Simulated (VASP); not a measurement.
# Cu (I4/mmm) in VASP: further runs

Runs on Cu. Level: PBE. Tasks: single point.

Everything below comes from runs of VASP 6.6.1. Logs are shortened: lines on timing, memory, paths and dates and some standing lists are left out, and cuts for length are marked.

### 1 The cell of the first run

Symmetry: I4/mmm, No. 139, tetragonal system. The conventional cell has a = 3.115 Å, b = 3.115 Å, c = 2.476 Å, α = 90.00°, β = 90.00°, γ = 90.00°. Within 3.3 Å of Cu (site symmetry 4/mmm) lie 14 Cu at 2.48 to 3.12 Å.

### 2 Single point, PBE

Input file INCAR:

```
SYSTEM = Cu
  ALGO = Fast
  EDIFF = 1E-6
  ENCUT = 520
  GGA = PE
  ISIF = 2
  ISMEAR = 0
  LASPH = .True.
  LCHARG = .False.
  LREAL = .False.
  LWAVE = .False.
  NBANDS = 12
  NELM = 100
  PREC = Accurate
  SIGMA = 0.15
```

Input file KPOINTS:

```
k-points
0
Gamma
  32 32 32
  0 0 0
```

Input file POSCAR:

```
Cu
1.0
   -1.5576688684      1.5576688684      1.2378998216
    1.5576688684     -1.5576688684      1.2378998216
    1.5576688684      1.5576688684     -1.2378998216
Cu
1
Direct
    0.0000000000      0.0000000000      0.0000000000
```

Potentials or basis: VASP PAW PBE potentials, release 64 (Cu).

Command:

```
$ cat potpaw_PBE.64/Cu/POTCAR > POTCAR
$ mpirun -np 1 vasp_std > vasp.out
```

OUTCAR:

```text
SYSTEM = Cu
   EDIFF = 1E-6
   ENCUT = 520
   GGA = PE
   ISIF = 2
   ISMEAR = 0
   LASPH = .True.
   LREAL = .False.
   NELM = 100
   PREC = Accurate

 ion  position               nearest neighbor table
   1  0.000  0.000  0.000-

  LATTYP: Found a body centered tetragonal cell.
 ALAT       =     3.1153377368
 C/A-ratio  =     0.7947130784

  Lattice vectors:

 A1 = (  -1.5576688684,   1.5576688684,   1.2378998216)
 A2 = (   1.5576688684,  -1.5576688684,   1.2378998216)
 A3 = (   1.5576688684,   1.5576688684,  -1.2378998216)

Analysis of symmetry for initial positions (statically):
=====================================================================
 Subroutine PRICEL returns:
 Original cell was already a primitive cell.

 Routine SETGRP: Setting up the symmetry group for a
 body centered tetragonal supercell.

 Subroutine GETGRP returns: Found 16 space group operations
 (whereof 16 operations were pure point group operations)
 out of a pool of 16 trial point group operations.

The static configuration has the point symmetry D_4h.

Analysis of symmetry for dynamics (positions and initial velocities):
=====================================================================
 Subroutine PRICEL returns:
 Original cell was already a primitive cell.

 Routine SETGRP: Setting up the symmetry group for a
 body centered tetragonal supercell.

 Subroutine GETGRP returns: Found 16 space group operations
 (whereof 16 operations were pure point group operations)
 out of a pool of 16 trial point group operations.

The dynamic configuration has the point symmetry D_4h.

 Subroutine INISYM returns: Found 16 space group operations
 (whereof 16 operations are pure point group operations),
 and found     1 'primitive' translations

----------------------------------------------------------------------------------------

                                     Primitive cell

  volume of cell :      12.0142

  direct lattice vectors                    reciprocal lattice vectors
    -1.557668868  1.557668868  1.237899822     0.000000000  0.320992484  0.403909906
     1.557668868 -1.557668868  1.237899822     0.320992484  0.000000000  0.403909906
     1.557668868  1.557668868 -1.237899822     0.320992484  0.320992484  0.000000000

  length of vectors
     2.526867740  2.526867740  2.526867740     0.515925757  0.515925757  0.453951925

  position of ions in fractional coordinates (direct lattice)
     0.000000000  0.000000000  0.000000000

  ion indices of the primitive-cell ions
   primitive index   ion index
                 1           1

----------------------------------------------------------------------------------------

 KPOINTS: k-points

Automatic generation of k-mesh.
 Grid dimensions read from file:
 generate k-points for:   32   32   32

 Generating k-lattice:

  Cartesian coordinates                     Fractional coordinates (reciprocal lattice)
     0.000000000  0.010031015  0.012622185     0.031250000  0.000000000  0.000000000
     0.010031015  0.000000000  0.012622185     0.000000000  0.031250000  0.000000000
     0.010031015  0.010031015  0.000000000     0.000000000  0.000000000  0.031250000

  Length of vectors
     0.016122680  0.016122680  0.014185998

  Shift w.r.t. Gamma in fractional coordinates (k-lattice)
     0.000000000  0.000000000  0.000000000

 Subroutine IBZKPT returns following result:
 ===========================================

 Found   2393 irreducible k-points:

 Following reciprocal coordinates:
            Coordinates               Weight
  0.000000  0.000000  0.000000      1.000000
  0.031250  0.000000 -0.000000      8.000000
  0.062500  0.000000 -0.000000      8.000000
  0.093750  0.000000 -0.000000      8.000000
  0.125000  0.000000 -0.000000      8.000000
  0.156250  0.000000 -0.000000      8.000000
[... 16 lines left out ...]
  0.187500  0.031250  0.000000     16.000000
  0.218750  0.031250 -0.000000     16.000000
 [... further k-points ...]
   k-points           NKPTS =   2393   k-points in BZ     NKDIM =   2393   number of bands    NBANDS=     12
   number of dos      NEDOS =    301   number of ions     NIONS =      1
   total plane-waves  NPLWV =   8000
   dimension x,y,z NGX =    20 NGY =   20 NGZ =   20
   dimension x,y,z NGXF=    40 NGYF=   40 NGZF=   40
   ions per type =               1
   NGX,Y,Z   is equivalent  to a cutoff of  13.16, 13.16, 13.16 a.u.
   NGXF,Y,Z  is equivalent  to a cutoff of  26.32, 26.32, 26.32 a.u.
 SYSTEM =  Cu
   PREC   = accura    normal or accurate (medium, high low for compatibility)
   ISTART =      0    job   : 0-new  1-cont  2-samecut
   ICHARG =      2    charge: 1-file 2-atom 10-const
   ISPIN  =      1    spin polarized calculation?
   LNONCOLLINEAR =      F non collinear calculations
   LSORBIT =      F    spin-orbit coupling
   LASPH  =      T    aspherical Exc in radial PAW
   ENCUT  =  520.0 eV  38.22 Ry    6.18 a.u.   4.70  4.70  4.70*2*pi/ulx,y,z
   NELM   =    100;   NELMIN=  2; NELMDL= -5     # of ELM steps
   EDIFF  = 0.1E-05   stopping-criterion for ELM
   LREAL  =      F    real-space projection
   EDIFFG = 0.1E-04   stopping-criterion for IOM
   NSW    =      0    number of steps for IOM
   IBRION =     -1    ionic relax: 0-MD 1-quasi-New 2-CG
   NFREE  =      0    steps in history (QN), initial steepest desc. (CG)
   ISIF   =      2    stress and relaxation
   ISYM   =      2    0-nonsym 1-usesym 2-fastsym
   POTIM  = 0.5000    time-step for ionic-motion
   TEBEG  =    0.0;   TEEND  =   0.0 temperature during run
   PSTRESS=    0.0 pullay stress
   NELECT =      11.0000    total number of electrons
   NUPDOWN=      -1.0000    fix difference up-down
   EMIN   =  10.00;   EMAX   =-10.00  energy-range for DOS
   EFERMI =   0.00;   METHOD = LEGACY
   ISMEAR =     0;   SIGMA  =   0.15  broadening in eV -4-tet -1-fermi 0-gaus
   EFERMI_NEDOS =   21; number of points for ismear=-14 and -15
   IALGO  =     68    algorithm
   IMIX   =      4    mixing-type and parameters
     AMIX     =   0.40;   BMIX     =  1.00
     AMIX_MAG =   1.60;   BMIX_MAG =  1.00
  volume/ion in A,a.u.               =      12.01        81.08
  Fermi-wavevector in a.u.,A,eV,Ry     =   1.589671  3.004042 34.382637  2.527053
  Thomas-Fermi vector in A             =   2.688484
   LORBIT       =      0    0 simple, 1 ext, 2 COOP (PROOUT), +10 PAW based schemes
   GGA     = PE    functional components
   LHFCALC =     F    Hartree Fock is set to
   AEXX    =    0.0000 exact exchange contribution
   IVDW    =     0    specifies the selected vdW correction
   LEPSILON=     F    determine dielectric tensor
   LRPA    =     F    only Hartree local field effects (RPA)
 non-spin polarized calculation
 RMM-DIIS sequential band-by-band and
 Gauss-broadening in eV      SIGMA  =   0.15
  energy-cutoff  :      520.00
  volume of cell :       12.01
 maximum number of plane-waves:       336
   NGX =  9   NGY =  9   NGZ =  9

 number of electron      11.0000010 magnetization

 Free energy of the ion-electron system (eV)
  ---------------------------------------------------
  ext. energy  EPLUGINS =         0.00000000
  ---------------------------------------------------
  free energy    TOTEN  =        -3.66204366 eV

  energy without entropy =       -3.65852912  energy(sigma->0) =       -3.66028639

 E-fermi :   7.4107     XC(G=0): -12.6149

 val. band max:        7.4076546092   @ k =   0.4375   0.4375   0.0625
 cond. band min:       7.4161158513   @ k =   0.4688   0.4062  -0.0000
 fundamental gap:      0.0084612421
 Fermi energy:         7.4107355215

 k-point     1 :       0.0000    0.0000    0.0000
  band No.  band energies     occupation
      1      -1.8408      2.00000
      2       3.8163      2.00000
      3       4.5317      2.00000
      4       4.7830      2.00000
      5       4.7830      2.00000
      6       5.5987      2.00000
      7      28.4891      0.00000
      8      28.4891      0.00000
      9      32.1437      0.00000
     10      33.5503      0.00000
     11      36.8611      0.00000
     12      36.9748      0.00000

 k-point     2 :       0.0312    0.0000   -0.0000
  band No.  band energies     occupation
      1      -1.7993      2.00000
      2       3.8238      2.00000
      3       4.5396      2.00000
      4       4.7776      2.00000
      5       4.7789      2.00000
      6       5.5922      2.00000
      7      28.3491      0.00000
      8      28.3924      0.00000
      9      32.3309      0.00000
     10      33.6428      0.00000
     11      35.9237      0.00000
     12      36.6927      0.00000

 k-point     3 :       0.0625    0.0000   -0.0000
  band No.  band energies     occupation
      1      -1.6751      2.00000
      2       3.8444      2.00000
      3       4.5597      2.00000
      4       4.7649      2.00000
      5       4.7684      2.00000
      6       5.5736      2.00000
      7      27.9969      0.00000
      8      28.1260      0.00000
      9      32.7996      0.00000
     10      33.8546      0.00000
     11      34.1968      0.00000
     12      35.7389      0.00000
[... 286 lines left out ...]
 k-point    23 :       0.1875    0.0312    0.0000
  band No.  band energies     occupation
      1      -0.0840      2.00000
      2       3.8859      2.00000
      3       4.4357      2.00000
      4       4.8486      2.00000
      5       5.0692      2.00000
      6       5.3894      2.00000
      7      25.1943      0.00000
      8      25.8448      0.00000
      9      27.2437      0.00000
     10      30.1038      0.00000
     11      32.3380      0.00000
     12      35.4210      0.00000

 k-point    24 :       0.2188    0.0313   -0.0000
  band No.  band energies     occupation
      1       0.4262      2.00000
      2       3.8291      2.00000
      3       4.3967      2.00000
      4       4.9672      2.00000
      5       5.1918      2.00000
      6       5.3495      2.00000
      7      23.5729      0.00000
      8      25.2600      0.00000
      9      26.6306      0.00000
     10      29.4428      0.00000
     11      31.7565      0.00000
     12      35.7822      0.00000

 [... further k-points ...]

------------------------ aborting loop because EDIFF is reached ----------------------------------------

  FORCE on cell =-STRESS in cart. coord.  units (eV):
  Direction    XX          YY          ZZ          XY          YZ          ZX
  --------------------------------------------------------------------------------------
  -------------------------------------------------------------------------------------
  Total       -0.0730370     -0.0730370      0.7736194      0.0000000     -0.0000000      0.0000000
  in kB       -9.7399744     -9.7399744    103.1673273      0.0000000     -0.0000000      0.0000000
  external PRESSURE =      27.8957929 kB  Pullay stress =       0.0000000 kB

 VOLUME and BASIS-vectors are now :
 -----------------------------------------------------------------------------
  energy-cutoff  :      520.00
  volume of cell :       12.01
      direct lattice vectors                 reciprocal lattice vectors
    -1.557668868  1.557668868  1.237899822     0.000000000  0.320992484  0.403909906
     1.557668868 -1.557668868  1.237899822     0.320992484  0.000000000  0.403909906
     1.557668868  1.557668868 -1.237899822     0.320992484  0.320992484  0.000000000

 POSITION                                       TOTAL-FORCE (eV/Angst)
 -----------------------------------------------------------------------------------
      0.00000      0.00000      0.00000        -0.000000     -0.000000     -0.000000
 -----------------------------------------------------------------------------------
    total drift:                                0.000000     -0.000000      0.000000

  FREE ENERGIE OF THE ION-ELECTRON SYSTEM (eV)
  ---------------------------------------------------
  free  energy   TOTEN  =        -3.6620436636 eV

  energy  without entropy=       -3.6585291169  energy(sigma->0) =       -3.66028639
```

Wall time 2.8 min (1 thread of Intel Xeon 6975P-C (Granite Rapids), shared host); peak memory 0.42 GiB.

Results:

```yaml
Free_energy: -3.6620 eV
Pressure: 2.8 GPa
Band_gap_on_the_k_mesh: zero (an odd number of electrons rules out a gap without spin polarisation)
```

### 3 Single point, PBE

Input file INCAR:

```
SYSTEM = Cu
PREC = Accurate
ENCUT = 520
EDIFF = 1E-7
ISMEAR = 0
SIGMA = 0.15
LREAL = .False.
LASPH = .True.
NELM = 60
ALGO = Fast
ISIF = 2
LWAVE = .False.
LCHARG = .False.
GGA = PE
NBANDS = 12
```

Input file KPOINTS:

```
regular mesh
0
Gamma
  32 32 32
  0 0 0
```

Input file POSCAR:

```
Cu
1.0
   -1.3885271205      1.3885271205      1.5578550528
    1.3885271205     -1.3885271205      1.5578550528
    1.3885271205      1.3885271205     -1.5578550528
Cu
1
Direct
    0.0000000000      0.0000000000      0.0000000000
```

Potentials or basis: VASP PAW PBE potentials, release 64 (Cu).

Command:

```
$ cat potpaw_PBE.64/Cu/POTCAR > POTCAR
$ mpirun -np 1 vasp_std > vasp.out
```

Run time: 3.2 min. Hardware: 1 thread of Intel Xeon 6975P-C (Granite Rapids), shared host; peak memory 0.43 GiB.

It converged, with:

```
Free energy            : -3.7000 eV
Pressure               : 0.4 GPa
Band gap on the k mesh : zero (an odd number of electrons rules out a gap without spin polarisation)
```

Stress tensor (GPa, compression positive):
```
-0.33  0.00  0.00
 0.00 -0.33  0.00
 0.00  0.00  1.90
```

Levels at points of the mesh, in eV from the Fermi level:
| k point | band 2 | band 3 | band 4 | band 5 | band 6 | band 7 | band 8 | band 9 | band 10 | band 11 |
| --- | --- | --- | --- | --- | --- | --- | --- | --- | --- | --- |
| (0.00, 0.00, 0.00) | -3.14 | -3.14 | -2.76 | -2.32 | -1.94 | 23.52 | 25.08 | 25.08 | 26.47 | 27.82 |
| (0.50, 0.00, 0.00) | -3.54 | -2.40 | -1.89 | -1.41 | -0.78 | 3.92 | 18.43 | 18.55 | 22.15 | 24.85 |
| (0.50, 0.50, 0.00) | -4.06 | -1.85 | -1.83 | -1.33 | 0.05 | 5.09 | 15.40 | 15.56 | 19.54 | 22.34 |
| (0.50, 0.50, 0.50) | -4.47 | -1.59 | -1.49 | -1.49 | 5.51 | 9.59 | 9.59 | 11.41 | 14.65 | 16.66 |

### 4 Single point, PBE

Input file INCAR:

```
ALGO = Fast ; EDIFF = 1E-7
ENCUT = 520 ; GGA = PE
ISIF = 2 ; ISMEAR = 0
LASPH = True ; LCHARG = False
LREAL = False ; LWAVE = False
NBANDS = 12 ; NELM = 80
PREC = Accurate ; SIGMA = 0.15
```

Input file KPOINTS:

```
k-points
0
Gamma
  32 32 32
```

Input file POSCAR:

```
Cu
1.0
   -1.4957454982      1.4957454982      1.3425187871
    1.4957454982     -1.4957454982      1.3425187871
    1.4957454982      1.4957454982     -1.3425187871
Cu
1
Direct
    0.0000000000      0.0000000000      0.0000000000
```

Command:

```
$ cat potpaw_PBE.64/Cu/POTCAR > POTCAR
$ mpirun -np 1 vasp_std > vasp.out
```

Wall time 3.2 min (1 thread of Intel Xeon 6975P-C (Granite Rapids), shared host); peak memory 0.43 GiB.

It converged, with:

```
Free energy            : -3.6935 eV
Pressure               : 0.7 GPa
Band gap on the k mesh : zero (an odd number of electrons rules out a gap without spin polarisation)
```

Stress tensor (GPa, compression positive):
```
0.33 0.00 0.00
0.00 0.33 0.00
0.00 0.00 1.38
```

Levels at points of the mesh, in eV from the Fermi level:
```tsv
k point	band 2	band 3	band 4	band 5	band 6	band 7	band 8	band 9	band 10	band 11
(0.00, 0.00, 0.00)	-3.31	-2.88	-2.88	-2.36	-1.90	23.42	23.42	26.73	27.17	27.57
(0.50, 0.00, 0.00)	-3.90	-2.13	-1.75	-1.37	-0.23	4.70	16.42	16.51	20.38	23.19
(0.50, 0.50, 0.00)	-3.38	-2.44	-2.08	-1.41	-1.05	3.52	19.38	19.61	23.04	25.69
(0.50, 0.50, 0.50)	-4.51	-1.56	-1.56	-1.45	6.83	6.83	10.99	12.44	13.00	17.26
```

### 5 The runs side by side

```tsv
cell	further INCAR settings	gap on the mesh (eV)	pressure (GPa)
a = 2.527 Å, angles 103.9, 103.9, 121.3°, 1 atom	ALGO = Fast; EDIFF = 1e-06; NBANDS = 12	none	2.8
a = 2.507 Å, angles 112.7, 112.7, 103.1°, 1 atom	ALGO = Fast; EDIFF = 1e-07; NBANDS = 12	none	0.4
a = 2.505 Å, angles 106.7, 106.7, 115.2°, 1 atom	ALGO = Fast; EDIFF = 1e-07; NBANDS = 12	none	0.7
```

Alike in all rows: task single point; level PBE; potentials or basis VASP PAW PBE potentials, release 64 (Cu); no spin polarisation; k mesh 32 × 32 × 32; cutoff (eV) 520; smearing gaussian 0.15 eV.

Absolute energies hang on the potentials; compare differences alone.
